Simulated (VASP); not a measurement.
# TiAl (P-6m2) in VASP: settings compared, part 2 of 2

VASP 6.6.1. Earlier steps stand in the parts before.

## (5) Single point, PBEsol

This run uses another cell than the first one, of 16.65 Å³/atom, 1.026 times its volume.

File INCAR:

```
SYSTEM = TiAl
PREC = Accurate
ENCUT = 520
EDIFF = 1E-6
ISMEAR = 1
SIGMA = 0.05
LREAL = .False.
LASPH = .True.
NELM = 60
ALGO = Normal
ISIF = 2
LWAVE = .False.
LCHARG = .False.
GGA = PS
NBANDS = 14
```

File KPOINTS:

```
regular mesh
0
Gamma
  9 9 5
  0 0 0
```

File POSCAR:

```
TiAl
1.0
    2.8672622327      0.0000000000      0.0000000000
   -1.4336311163      2.4831219328      0.0000000000
    0.0000000000      0.0000000000      4.6780830000
Ti Al
1 1
Direct
    0.0000000000      0.0000000000      0.0000000000
    0.3333333333      0.6666666667      0.5000000000
```

Potentials or basis: VASP PAW PBE potentials, release 64 (Ti_sv, Al).

The run is started by

```console
cat potpaw_PBE.64/Ti_sv/POTCAR potpaw_PBE.64/Al/POTCAR > POTCAR
mpirun -np 1 vasp_std > vasp.out
```

OUTCAR:

```text
SYSTEM = TiAl
   PREC = Accurate
   ENCUT = 520
   EDIFF = 1E-6
   ISMEAR = 1
   LREAL = .False.
   LASPH = .True.
   NELM = 60
   ISIF = 2
   GGA = PS

 ion  position               nearest neighbor table
   1  0.000  0.000  0.000-   2 2.87   2 2.87   2 2.87   2 2.87   2 2.87   2 2.87
   2  0.333  0.667  0.500-   1 2.87   1 2.87   1 2.87   1 2.87   1 2.87   1 2.87

  LATTYP: Found a hexagonal cell.
 ALAT       =     2.8672622327
 C/A-ratio  =     1.6315504549

  Lattice vectors:

 A1 = (   2.8672622327,   0.0000000000,   0.0000000000)
 A2 = (  -1.4336311163,   2.4831219328,   0.0000000000)
 A3 = (   0.0000000000,   0.0000000000,   4.6780830000)

Analysis of symmetry for initial positions (statically):
=====================================================================
 Subroutine PRICEL returns:
 Original cell was already a primitive cell.

 Routine SETGRP: Setting up the symmetry group for a
 hexagonal supercell.

 Subroutine GETGRP returns: Found 12 space group operations
 (whereof 12 operations were pure point group operations)
 out of a pool of 24 trial point group operations.

The static configuration has the point symmetry D_3h.

Analysis of symmetry for dynamics (positions and initial velocities):
=====================================================================
 Subroutine PRICEL returns:
 Original cell was already a primitive cell.

 Routine SETGRP: Setting up the symmetry group for a
 hexagonal supercell.

 Subroutine GETGRP returns: Found 12 space group operations
 (whereof 12 operations were pure point group operations)
 out of a pool of 24 trial point group operations.

The dynamic configuration has the point symmetry D_3h.

 Subroutine INISYM returns: Found 12 space group operations
 (whereof 12 operations are pure point group operations),
 and found     1 'primitive' translations

----------------------------------------------------------------------------------------

                                     Primitive cell

  volume of cell :      33.3068

  direct lattice vectors                    reciprocal lattice vectors
     2.867262233  0.000000000  0.000000000     0.348764751  0.201359423  0.000000000
    -1.433631116  2.483121933  0.000000000     0.000000000  0.402718846  0.000000000
     0.000000000  0.000000000  4.678083000     0.000000000  0.000000000  0.213762774

  length of vectors
     2.867262233  2.867262233  4.678083000     0.402718846  0.402718846  0.213762774

  position of ions in fractional coordinates (direct lattice)
     0.000000000  0.000000000  0.000000000
     0.333333333  0.666666667  0.500000000

  ion indices of the primitive-cell ions
   primitive index   ion index
                 1           1
                 2           2

----------------------------------------------------------------------------------------

 KPOINTS: regular mesh

Automatic generation of k-mesh.
 Grid dimensions read from file:
 generate k-points for:    9    9    5

 Generating k-lattice:

  Cartesian coordinates                     Fractional coordinates (reciprocal lattice)
     0.038751639  0.022373269  0.000000000     0.111111111  0.000000000  0.000000000
     0.000000000  0.044746538  0.000000000     0.000000000  0.111111111  0.000000000
     0.000000000  0.000000000  0.042752555     0.000000000  0.000000000  0.200000000

  Length of vectors
     0.044746538  0.044746538  0.042752555

  Shift w.r.t. Gamma in fractional coordinates (k-lattice)
     0.000000000  0.000000000  0.000000000

 Subroutine IBZKPT returns following result:
 ===========================================

 Found     36 irreducible k-points:

 Following reciprocal coordinates:
            Coordinates               Weight
  0.000000  0.000000  0.000000      1.000000
  0.111111 -0.000000  0.000000      6.000000
  0.222222 -0.000000  0.000000      6.000000
  0.333333 -0.000000  0.000000      6.000000
  0.444444 -0.000000  0.000000      6.000000
  0.111111  0.111111  0.000000      6.000000
[... 16 lines left out ...]
  0.333333  0.222222  0.200000     24.000000
  0.333333  0.333333  0.200000      4.000000
 [... further k-points ...]
   k-points           NKPTS =     36   k-points in BZ     NKDIM =     36   number of bands    NBANDS=     14
   number of dos      NEDOS =    301   number of ions     NIONS =      2
   total plane-waves  NPLWV =  20736
   dimension x,y,z NGX =    24 NGY =   24 NGZ =   36
   dimension x,y,z NGXF=    48 NGYF=   48 NGZF=   72
   ions per type =               1   1
   NGX,Y,Z   is equivalent  to a cutoff of  13.92, 13.92, 12.79 a.u.
   NGXF,Y,Z  is equivalent  to a cutoff of  27.83, 27.83, 25.59 a.u.
 SYSTEM =  TiAl
   PREC   = accura    normal or accurate (medium, high low for compatibility)
   ISTART =      0    job   : 0-new  1-cont  2-samecut
   ICHARG =      2    charge: 1-file 2-atom 10-const
   ISPIN  =      1    spin polarized calculation?
   LNONCOLLINEAR =      F non collinear calculations
   LSORBIT =      F    spin-orbit coupling
   LASPH  =      T    aspherical Exc in radial PAW
   ENCUT  =  520.0 eV  38.22 Ry    6.18 a.u.   5.33  5.33  8.70*2*pi/ulx,y,z
   NELM   =     60;   NELMIN=  2; NELMDL= -5     # of ELM steps
   EDIFF  = 0.1E-05   stopping-criterion for ELM
   LREAL  =      F    real-space projection
   EDIFFG = 0.1E-04   stopping-criterion for IOM
   NSW    =      0    number of steps for IOM
   IBRION =     -1    ionic relax: 0-MD 1-quasi-New 2-CG
   NFREE  =      0    steps in history (QN), initial steepest desc. (CG)
   ISIF   =      2    stress and relaxation
   ISYM   =      2    0-nonsym 1-usesym 2-fastsym
   POTIM  = 0.5000    time-step for ionic-motion
   TEBEG  =    0.0;   TEEND  =   0.0 temperature during run
   PSTRESS=    0.0 pullay stress
   NELECT =      15.0000    total number of electrons
   NUPDOWN=      -1.0000    fix difference up-down
   EMIN   =  10.00;   EMAX   =-10.00  energy-range for DOS
   EFERMI =   0.00;   METHOD = LEGACY
   ISMEAR =     1;   SIGMA  =   0.05  broadening in eV -4-tet -1-fermi 0-gaus
   EFERMI_NEDOS =   21; number of points for ismear=-14 and -15
   IALGO  =     38    algorithm
   IMIX   =      4    mixing-type and parameters
     AMIX     =   0.40;   BMIX     =  1.00
     AMIX_MAG =   1.60;   BMIX_MAG =  1.00
  volume/ion in A,a.u.               =      16.65       112.38
  Fermi-wavevector in a.u.,A,eV,Ry     =   1.254857  2.371335 21.424622  1.574665
  Thomas-Fermi vector in A             =   2.388641
   LORBIT       =      0    0 simple, 1 ext, 2 COOP (PROOUT), +10 PAW based schemes
   GGA     = PS    functional components
   LHFCALC =     F    Hartree Fock is set to
   AEXX    =    0.0000 exact exchange contribution
   IVDW    =     0    specifies the selected vdW correction
   LEPSILON=     F    determine dielectric tensor
   LRPA    =     F    only Hartree local field effects (RPA)
 non-spin polarized calculation
 Methfessel and Paxton  Order N= 1 SIGMA  =   0.05
  energy-cutoff  :      520.00
  volume of cell :       33.31
 maximum number of plane-waves:       917
 NGX is ok and might be reduce to    24
   NGX = 11   NGY = 11   NGZ = 17

 number of electron      15.0000001 magnetization

 Free energy of the ion-electron system (eV)
  ---------------------------------------------------
  ext. energy  EPLUGINS =         0.00000000
  ---------------------------------------------------
  free energy    TOTEN  =       -12.92084797 eV

  energy without entropy =      -12.92015235  energy(sigma->0) =      -12.92061609

 E-fermi :   7.8160     XC(G=0): -11.0310

 val. band max:        7.8094545780   @ k =   0.1111   0.1111   0.4000
 cond. band min:       7.8394667198   @ k =   0.2222   0.1111   0.0000
 fundamental gap:      0.0300121417
 Fermi energy:         7.8160272439

 k-point     1 :       0.0000    0.0000    0.0000
  band No.  band energies     occupation
      1     -48.4637      2.00000
      2     -24.8968      2.00000
      3     -24.4590      2.00000
      4     -24.4590      2.00000
      5      -1.1593      2.00000
      6       5.4952      2.00000
      7       5.9443      2.00000
      8       9.1003      0.00000
      9       9.1003      0.00000
     10      10.5759      0.00000
     11      10.5759      0.00000
     12      11.6877      0.00000
     13      20.6315      0.00000
     14      20.6315      0.00000
[... 375 lines left out ...]
 k-point    24 :       0.3333    0.3333    0.2000
  band No.  band energies     occupation
      1     -48.3546      2.00000
      2     -24.8669      2.00000
      3     -24.8635      2.00000
      4     -24.7899      2.00000
      5       5.9828      2.00000
      6       5.9939      2.00000
      7       6.0843      2.00000
      8       7.2275      2.00000
      9       7.8003      1.50381
     10      10.1136      0.00000
     11      10.9339      0.00000
     12      10.9619      0.00000
     13      14.5653      0.00000
     14      14.9953      0.00000

 [... further k-points ...]
[... 5 lines left out ...]
  --------------------------------------------------------------------------------------
  -------------------------------------------------------------------------------------
  Total       -0.6803189     -0.6803189     -0.6003628     -0.0000000      0.0000000     -0.0000000
  in kB      -32.7257579    -32.7257579    -28.8795864     -0.0000000      0.0000000     -0.0000000
  external PRESSURE =     -31.4437007 kB  Pullay stress =       0.0000000 kB

 VOLUME and BASIS-vectors are now :
 -----------------------------------------------------------------------------
  energy-cutoff  :      520.00
  volume of cell :       33.31
      direct lattice vectors                 reciprocal lattice vectors
     2.867262233  0.000000000  0.000000000     0.348764751  0.201359423  0.000000000
    -1.433631116  2.483121933  0.000000000     0.000000000  0.402718846  0.000000000
     0.000000000  0.000000000  4.678083000     0.000000000  0.000000000  0.213762774

 POSITION                                       TOTAL-FORCE (eV/Angst)
 -----------------------------------------------------------------------------------
      0.00000      0.00000      0.00000         0.000000     -0.000000      0.000000
     -0.00000      1.65541      2.33904        -0.000000      0.000000      0.000000
 -----------------------------------------------------------------------------------
    total drift:                                0.000000     -0.000000      0.000000

  FREE ENERGIE OF THE ION-ELECTRON SYSTEM (eV)
  ---------------------------------------------------
  free  energy   TOTEN  =       -12.9208479668 eV

  energy  without entropy=      -12.9201523494  energy(sigma->0) =      -12.92061609
```

OSZICAR:

```text
N       E                     dE             d eps       ncg     rms          rms(c)
DAV:   1     0.950153700552E+02    0.95015E+02   -0.70235E+03  1008   0.107E+03
DAV:   2    -0.874193247149E+01   -0.10376E+03   -0.99840E+02  1044   0.294E+02
DAV:   3    -0.143954653461E+02   -0.56535E+01   -0.55455E+01  1542   0.649E+01
DAV:   4    -0.145562449341E+02   -0.16078E+00   -0.16061E+00  1160   0.971E+00
DAV:   5    -0.145623902240E+02   -0.61453E-02   -0.61448E-02  1516   0.179E+00    0.953E+00
DAV:   6    -0.132698681357E+02    0.12925E+01   -0.64024E+00  1134   0.309E+01    0.376E+00
DAV:   7    -0.129514138389E+02    0.31845E+00   -0.74028E-01  1122   0.101E+01    0.201E+00
DAV:   8    -0.129268185902E+02    0.24595E-01   -0.18517E-01  1164   0.433E+00    0.829E-01
DAV:   9    -0.129232680503E+02    0.35505E-02   -0.54624E-02  1080   0.294E+00    0.496E-01
DAV:  10    -0.129210487351E+02    0.22193E-02   -0.52632E-03  1152   0.825E-01    0.147E-01
DAV:  11    -0.129208841177E+02    0.16462E-03   -0.20960E-03  1242   0.431E-01    0.676E-02
DAV:  12    -0.129208511091E+02    0.33009E-04   -0.16524E-04  1092   0.136E-01    0.125E-02
DAV:  13    -0.129208481602E+02    0.29489E-05   -0.41038E-06  1260   0.210E-02    0.710E-03
DAV:  14    -0.129208479668E+02    0.19334E-06   -0.10418E-06   838   0.886E-03
   1 F= -.12920848E+02 E0= -.12920616E+02  d E =-.695617E-03
```

It took 18 s on 1 thread of Intel Xeon 6975P-C, shared host; peak memory 0.16 GiB.

Results:

| Item | Value |
| --- | --- |
| Free energy | -12.9208 eV |
| Pressure | -3.1 GPa |

Stress tensor (GPa, compression positive):
```
-3.27  0.00  0.00
 0.00 -3.27  0.00
 0.00  0.00 -2.89
```

Caveat: the PAW data sets were made with another functional, which shifts forces and pressure a little.

## (6) Overview

| task | level | cell | k mesh | cutoff (eV) | smearing | gap on the mesh (eV) | pressure (GPa) |
| --- | --- | --- | --- | --- | --- | --- | --- |
| single point | PBEsol | a = 2.851, b = 2.851, c = 4.613 Å, angles 90.0, 90.0, 120.0°, 2 atoms | 11 × 11 × 6 | 520 | fermi-dirac 0.05 eV | none | 0.0 |
| single point | PBEsol+D3(BJ) | a = 2.867, b = 2.867, c = 4.678 Å, angles 90.0, 90.0, 120.0°, 2 atoms | 11 × 11 × 6 | 520 | fermi-dirac 0.05 eV | none | -7.3 |
| relaxation of cell and atoms | PBEsol+D3(BJ) | relaxed from a = 2.867, b = 2.867, c = 4.678 Å, angles 90.0, 90.0, 120.0°, 2 atoms | 11 × 11 × 6 | 600 | fermi-dirac 0.05 eV | none | 0.0 |
| single point | PBEsol | a = 2.867, b = 2.867, c = 4.678 Å, angles 90.0, 90.0, 120.0°, 2 atoms | 9 × 9 × 5 | 520 | methfessel-paxton 0.05 eV | none | -3.1 |

Alike in all rows: potentials or basis VASP PAW PBE potentials, release 64 (Ti_sv, Al); no spin polarisation.

Caveats: the PAW data sets were made with another functional, which shifts forces and pressure a little; pairwise dispersion overbinds metals, which lowers pressure and volume (some runs); three body term missing (some runs).

Total energies depend on the potentials used, so only differences within one code and one set of settings carry meaning.
